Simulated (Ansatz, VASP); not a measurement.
# MgS in VASP and in Ansatz

```
Mg S
1.0
     0.00000    2.50456    2.50456
     2.50456    0.00000    2.50456
     2.50456    2.50456    0.00000
Mg S
1 1
Direct
  0.00000 0.00000 0.00000
  0.50000 0.50000 0.50000
```

Alike in both runs: task single point; functional PBE; k mesh 8 × 8 × 8; occupations gaussian, width 0.02 eV; no spin polarisation.

```csv
,VASP,Ansatz
version,VASP 6.6.1,Ansatz 0.2.0
potentials or method,"VASP PAW PBE potentials, release 64 (Mg, S), cutoff 520 eV","scalar-relativistic, plane waves, PAW"
valence electrons in the cell,8,16
```

|  | VASP | Ansatz | Ansatz less VASP |
| --- | --- | --- | --- |
| gap on the k mesh at the Fermi level (eV) | 3.01 | 3.02 | +0.007 |
| least direct gap on the mesh (eV) | 4.68 | 4.69 | +0.007 |
| pressure (GPa) | 12.1 | 12.4 | +0.33 |

With one functional, cell and mesh, what is left measures potentials, basis and numerics. VASP's potentials hold 8 valence electrons a cell and Ansatz's 16, so a difference there can come from the potentials and not from the codes.
